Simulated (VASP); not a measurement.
Input of a VASP 6.6.1 run:

INCAR

```
PREC = Accurate
ENCUT = 600
EDIFF = 1E-6
ISMEAR = -1
SIGMA = 0.05
LREAL = F
LASPH = T
NELM = 80
ALGO = Normal
ISIF = 3
LWAVE = F
LCHARG = F
GGA = PE
IBRION = 2
NSW = 60
EDIFFG = -0.005
PSTRESS = 4300.0
```

KPOINTS

```
Automatic mesh
0
Gamma
  15 15 15
```

POSCAR

```
W
1.0
    0.0000000000      2.1777646010      2.1777646010
    2.1777646010      0.0000000000      2.1777646010
    2.1777646010      2.1777646010      0.0000000000
W
2
Direct
   -0.1250000000     -0.1250000000     -0.1250000000
    0.1250000000      0.1250000000      0.1250000000
```

Potentials or basis: VASP PAW PBE potentials, release 64 (W_sv).

Launch:

```bash
$ cat potpaw_PBE.64/W_sv/POTCAR > POTCAR
$ mpirun -np 1 vasp_std > vasp.out
```

What does it give for the relaxed volume?

11.67 Å³/atom.

Estimate the relaxed cell.

a = 3.208 Å, b = 3.208 Å, c = 3.208 Å, α = 60.00°, β = 60.00°, γ = 60.00°.

Predict the band gap on the k mesh.

zero (bands 14 and 15 overlap by 1.64 eV).

What does it give for the space group after relaxing (to 0.1 Å)?

Fd-3m (No. 227).

The path:
| step | energy change (eV) | largest force (eV/Å) | pressure (GPa) | volume (Å³) |
| --- | --- | --- | --- | --- |
| 1 | 0.0000 | 0.0000 | 640.33 | 20.66 |
| 2 | -22.1771 | 0.0000 | -21.29 | 93.49 |
| 3 | -12.0906 | 0.0000 | 355.04 | 24.68 |
| 4 | -9.0542 | 0.0000 | 425.07 | 23.43 |
| 5 | -8.8419 | 0.0000 | 429.96 | 23.35 |

Caveat: the cell is relaxed towards a set pressure, so the run minimises the enthalpy, not the energy; atoms lie so close that the PAW spheres overlap strongly, which falsifies energies and pressures; spin-orbit coupling is left out, which moves the levels of the heavy elements.
